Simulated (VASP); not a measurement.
# Si (Cmce) in VASP: electric field gradients with PBE

Aim: the electric field gradients of Si with PBE.

Everything below comes from runs of VASP 6.6.1. Logs are shortened: lines on timing, memory, paths and dates and some standing lists are left out, and cuts for length are marked.

## 1. The cell of the first run

It takes space group Cmce (No. 64, orthorhombic). Conventional cell: a = 7.920 Å, b = 4.759 Å, c = 4.736 Å, α = 90.00°, β = 90.00°, γ = 90.00°. Si (site symmetry m) has 13 Si at 2.34 to 3.09 Å within 3.1 Å. Si (site symmetry 2) has 12 Si at 2.40 to 3.09 Å within 3.2 Å.

## 2. Electric field gradients, PBE

Input file INCAR:

```
SYSTEM = Si
PREC = Accurate
ENCUT = 520
EDIFF = 1E-8
ISMEAR = -1
SIGMA = 0.02
LREAL = .False.
LASPH = .True.
NELM = 100
ALGO = Normal
ISIF = 2
LWAVE = .False.
LCHARG = .False.
GGA = PE
LEFG = .True.
NBANDS = 26
```

Input file KPOINTS:

```
Automatic mesh
0
Gamma
  11 11 9
  0 0 0
```

Input file POSCAR:

```
Si
1.0
    3.9600000000     -2.3793000000      0.0000000000
    3.9600000000      2.3793000000      0.0000000000
    0.0000000000      0.0000000000      4.7361000000
Si
8
Direct
    0.8270000000      0.1730000000      0.3240000000
    0.6730000000      0.3270000000      0.8240000000
    0.1730000000      0.8270000000      0.6760000000
    0.3270000000      0.6730000000      0.1760000000
    0.2240000000      0.2240000000      0.0000000000
    0.2760000000      0.2760000000      0.5000000000
    0.7760000000      0.7760000000      0.0000000000
    0.7240000000      0.7240000000      0.5000000000
```

Potentials or basis: VASP PAW PBE potentials, release 64 (Si).

The run is started by

```
$ cat potpaw_PBE.64/Si/POTCAR > POTCAR
$ mpirun -np 1 vasp_std > vasp.out
```

OUTCAR:

```text
SYSTEM = Si
   PREC = Accurate
   ENCUT = 520
   EDIFF = 1E-8
   ISMEAR = -1
   LREAL = .False.
   LASPH = .True.
   NELM = 100
   ISIF = 2
   GGA = PE

 ion  position               nearest neighbor table
   1  0.827  0.173  0.324-   3 2.34   2 2.48   2 2.48   8 2.48   6 2.48   4 2.48   4 2.48   5 2.49
                             7 2.49   8 2.50   6 2.50   5 3.09   7 3.09
   2  0.673  0.327  0.824-   4 2.34   1 2.48   1 2.48   7 2.48   5 2.48   3 2.48   3 2.48   8 2.49
                             6 2.49   7 2.50   5 2.50   8 3.09   6 3.09
   3  0.173  0.827  0.676-   1 2.34   4 2.48   4 2.48   8 2.48   6 2.48   2 2.48   2 2.48   5 2.49
                             7 2.49   6 2.50   8 2.50   7 3.09   5 3.09
   4  0.327  0.673  0.176-   2 2.34   3 2.48   3 2.48   7 2.48   5 2.48   1 2.48   1 2.48   8 2.49
                             6 2.49   5 2.50   7 2.50   6 3.09   8 3.09
   5  0.224  0.224  0.000-   6 2.40   6 2.40   7 2.41   7 2.41   2 2.48   4 2.48   3 2.49   1 2.49
                             4 2.50   2 2.50   3 3.09   1 3.09
   6  0.276  0.276  0.500-   5 2.40   5 2.40   8 2.41   8 2.41   1 2.48   3 2.48   2 2.49   4 2.49
                             1 2.50   3 2.50   2 3.09   4 3.09
   7  0.776  0.776  0.000-   8 2.40   8 2.40   5 2.41   5 2.41   2 2.48   4 2.48   3 2.49   1 2.49
                             4 2.50   2 2.50   3 3.09   1 3.09
   8  0.724  0.724  0.500-   7 2.40   7 2.40   6 2.41   6 2.41   1 2.48   3 2.48   2 2.49   4 2.49
                             1 2.50   3 2.50   2 3.09   4 3.09

  LATTYP: Found a base centered orthorhombic cell.
 ALAT       =     4.7586000000
 B/A-ratio  =     1.6643550624
 C/A-ratio  =     0.9952717186

  Lattice vectors:

 A1 = (  -3.9600000000,  -2.3793000000,   0.0000000000)
 A2 = (   3.9600000000,  -2.3793000000,   0.0000000000)
 A3 = (   0.0000000000,   0.0000000000,   4.7361000000)

Analysis of symmetry for initial positions (statically):
=====================================================================
 Subroutine PRICEL returns:
 Original cell was already a primitive cell.

 Routine SETGRP: Setting up the symmetry group for a
 base centered orthorhombic supercell.

 Subroutine GETGRP returns: Found  8 space group operations
 (whereof  4 operations were pure point group operations)
 out of a pool of  8 trial point group operations.

The static configuration has the point symmetry C_2h.
 The point group associated with its full space group is D_2h.

Analysis of symmetry for dynamics (positions and initial velocities):
=====================================================================
 Subroutine PRICEL returns:
 Original cell was already a primitive cell.

 Routine SETGRP: Setting up the symmetry group for a
 base centered orthorhombic supercell.

 Subroutine GETGRP returns: Found  8 space group operations
 (whereof  4 operations were pure point group operations)
 out of a pool of  8 trial point group operations.

The dynamic configuration has the point symmetry C_2h.
 The point group associated with its full space group is D_2h.

 Subroutine INISYM returns: Found  8 space group operations
 (whereof  4 operations are pure point group operations),
 and found     1 'primitive' translations

----------------------------------------------------------------------------------------

                                     Primitive cell

  volume of cell :      89.2473

  direct lattice vectors                    reciprocal lattice vectors
     3.960000000 -2.379300000  0.000000000     0.126262626 -0.210145841  0.000000000
     3.960000000  2.379300000  0.000000000     0.126262626  0.210145841  0.000000000
     0.000000000  0.000000000  4.736100000     0.000000000  0.000000000  0.211144190

  length of vectors
     4.619812603  4.619812603  4.736100000     0.245160203  0.245160203  0.211144190

  position of ions in fractional coordinates (direct lattice)
     0.827000000  0.173000000  0.324000000
     0.673000000  0.327000000  0.824000000
     0.173000000  0.827000000  0.676000000
     0.327000000  0.673000000  0.176000000
     0.224000000  0.224000000  0.000000000
     0.276000000  0.276000000  0.500000000
     0.776000000  0.776000000  0.000000000
[... 93 lines left out ...]
   TEBEG  =    0.0;   TEEND  =   0.0 temperature during run
   PSTRESS=    0.0 pullay stress
   NELECT =      32.0000    total number of electrons
   NUPDOWN=      -1.0000    fix difference up-down
   EMIN   =  10.00;   EMAX   =-10.00  energy-range for DOS
   EFERMI =   0.00;   METHOD = LEGACY
   ISMEAR =    -1;   SIGMA  =   0.02  broadening in eV -4-tet -1-fermi 0-gaus
   EFERMI_NEDOS =   21; number of points for ismear=-14 and -15
   IALGO  =     38    algorithm
   IMIX   =      4    mixing-type and parameters
     AMIX     =   0.40;   BMIX     =  1.00
     AMIX_MAG =   1.60;   BMIX_MAG =  1.00
  volume/ion in A,a.u.               =      11.16        75.28
  Fermi-wavevector in a.u.,A,eV,Ry     =   1.163036  2.197819 18.403951  1.352652
  Thomas-Fermi vector in A             =   2.299590
   LORBIT       =      0    0 simple, 1 ext, 2 COOP (PROOUT), +10 PAW based schemes
   GGA     = PE    functional components
   LHFCALC =     F    Hartree Fock is set to
   AEXX    =    0.0000 exact exchange contribution
   IVDW    =     0    specifies the selected vdW correction
   LEPSILON=     F    determine dielectric tensor
   LRPA    =     F    only Hartree local field effects (RPA)
 non-spin polarized calculation
  energy-cutoff  :      520.00
  volume of cell :       89.25
 maximum number of plane-waves:      2431
   NGX = 17   NGY = 17   NGZ = 17

 number of electron      32.0000000 magnetization

 Free energy of the ion-electron system (eV)
  ---------------------------------------------------
  ext. energy  EPLUGINS =         0.00000000
  ---------------------------------------------------
  free energy    TOTEN  =       -36.82265211 eV

  energy without entropy =      -36.81920841  energy(sigma->0) =      -36.82093026

 E-fermi :  13.8547     XC(G=0): -12.2615

 val. band max:       13.8534851193   @ k =  -0.2727   0.2727   0.1111
 cond. band min:      13.8554339414   @ k =  -0.1818   0.1818   0.1111
 fundamental gap:      0.0019488221
 Fermi energy:        13.8547279559

 k-point     1 :       0.0000    0.0000    0.0000
  band No.  band energies     occupation
      1      -3.1282      2.00000
      2       3.0098      2.00000
      3       3.4226      2.00000
      4       4.9585      2.00000
      5       5.4525      2.00000
      6       5.5770      2.00000
[... 685 lines left out ...]
     25      19.5731      0.00000
     26      19.6580      0.00000

 [... further k-points ...]

------------------------ aborting loop because EDIFF is reached ----------------------------------------

  FORCE on cell =-STRESS in cart. coord.  units (eV):
  Direction    XX          YY          ZZ          XY          YZ          ZX
  --------------------------------------------------------------------------------------
  -------------------------------------------------------------------------------------
  Total       23.6737879     25.2636027     25.1929282      0.0000000      0.0000000      0.0000000
  in kB      424.9942794    453.5347990    452.2660440      0.0000000      0.0000000      0.0000000
  external PRESSURE =     443.5983742 kB  Pullay stress =       0.0000000 kB

 VOLUME and BASIS-vectors are now :
 -----------------------------------------------------------------------------
  energy-cutoff  :      520.00
  volume of cell :       89.25
      direct lattice vectors                 reciprocal lattice vectors
     3.960000000 -2.379300000  0.000000000     0.126262626 -0.210145841  0.000000000
     3.960000000  2.379300000  0.000000000     0.126262626  0.210145841  0.000000000
     0.000000000  0.000000000  4.736100000     0.000000000  0.000000000  0.211144190

 POSITION                                       TOTAL-FORCE (eV/Angst)
 -----------------------------------------------------------------------------------
      3.96000     -1.55606      1.53450         0.000000      0.212743     -0.174861
      3.96000     -0.82324      3.90255         0.000000     -0.212743     -0.174861
      3.96000      1.55606      3.20160         0.000000     -0.212743      0.174861
      3.96000      0.82324      0.83355         0.000000      0.212743      0.174861
      1.77408      0.00000      0.00000        -0.470417     -0.000000     -0.000000
      2.18592      0.00000      2.36805         0.470417     -0.000000     -0.000000
      6.14592      0.00000      0.00000         0.470417     -0.000000      0.000000
      5.73408      0.00000      2.36805        -0.470417     -0.000000      0.000000
 -----------------------------------------------------------------------------------
    total drift:                               -0.000000     -0.000000     -0.000000

  FREE ENERGIE OF THE ION-ELECTRON SYSTEM (eV)
  ---------------------------------------------------
  free  energy   TOTEN  =       -36.8226521100 eV

  energy  without entropy=      -36.8192084059  energy(sigma->0) =      -36.82093026

 Electric field gradients (V/A^2)
---------------------------------------------------------------------
 ion       V_xx      V_yy      V_zz      V_xy      V_xz      V_yz
---------------------------------------------------------------------
   1      13.367    -6.293    -7.074    -0.000     0.000     6.998
   2      13.367    -6.293    -7.074    -0.000    -0.000    -6.998
   3      13.367    -6.293    -7.074     0.000     0.000     6.998
   4      13.367    -6.293    -7.074     0.000    -0.000    -6.998
   5       9.016    -4.329    -4.687     0.000    -0.000     3.291
   6       9.016    -4.329    -4.687     0.000     0.000    -3.291
   7       9.016    -4.329    -4.687    -0.000     0.000     3.291
   8       9.016    -4.329    -4.687    -0.000     0.000    -3.291
---------------------------------------------------------------------

 Electric field gradients after diagonalization (V/A^2)
 (convention: |V_zz| > |V_xx| > |V_yy|)
----------------------------------------------------------------------
 ion       V_xx      V_yy      V_zz     asymmetry (V_yy - V_xx)/ V_zz
----------------------------------------------------------------------
   1      13.367     0.326   -13.693       0.952
   2      13.367     0.326   -13.693       0.952
   3      13.367     0.326   -13.693       0.952
   4      13.367     0.326   -13.693       0.952
   5      -7.804    -1.212     9.016       0.731
   6      -7.804    -1.212     9.016       0.731
   7      -7.804    -1.212     9.016       0.731
   8      -7.804    -1.212     9.016       0.731
----------------------------------------------------------------------

           NMR quadrupolar parameters

 Cq : quadrupolar parameter    Cq=e*Q*V_zz/h
 eta: asymmetry parameters     (V_yy - V_xx)/ V_zz
 Q  : nuclear electric quadrupole moment in mb (millibarn)
----------------------------------------------------------------------
 ion       Cq(MHz)       eta       Q (mb)
----------------------------------------------------------------------
   1      -0.033       0.952       1.000
   2      -0.033       0.952       1.000
   3      -0.033       0.952       1.000
   4      -0.033       0.952       1.000
   5       0.022       0.731       1.000
   6       0.022       0.731       1.000
   7       0.022       0.731       1.000
   8       0.022       0.731       1.000
----------------------------------------------------------------------
```

It took 4.8 min on 1 thread of Intel Xeon Platinum 8375C at 2.90GHz (Ice Lake), shared host; peak memory 0.39 GiB.

What came out:

```
Free energy                             : -36.8227 eV
Pressure                                : 44.4 GPa
Largest force                           : 0.470 eV/Å
Band gap on the k mesh                  : zero (bands 16 and 17 overlap by 3.78 eV)
Largest electric field gradient by atom : Si -13.7, +9.0 (each value once) V/Å²
```

Forces in eV/Å, atoms in the order of the input:
```
Si   0.000  0.213 -0.175
Si   0.000 -0.213 -0.175
Si   0.000 -0.213  0.175
Si   0.000  0.213  0.175
Si  -0.470  0.000  0.000
Si   0.470  0.000  0.000
Si   0.470  0.000  0.000
Si  -0.470  0.000  0.000
```

Levels at points of the mesh, in eV from the Fermi level:
```
           k point  band 13  band 14  band 15  band 16  band 17  band 18  band 19  band 20
(0.00, 0.00, 0.00)    -2.97    -2.84    -2.60    -2.16    -1.74    -1.11    -0.83    -0.67
```

Electric field gradients, principal values (V/Å²):
```tsv
atom	least	middle	greatest (by size)
1 Si	0.326	13.367	-13.693
2 Si	0.326	13.367	-13.693
3 Si	0.326	13.367	-13.693
4 Si	0.326	13.367	-13.693
5 Si	-1.212	-7.804	9.016
6 Si	-1.212	-7.804	9.016
7 Si	-1.212	-7.804	9.016
8 Si	-1.212	-7.804	9.016
```

Caveat: the cell stands under pressure; without QUAD_EFG the Cq values of the log hold for a quadrupole moment of 1 mb, not for the nuclei.
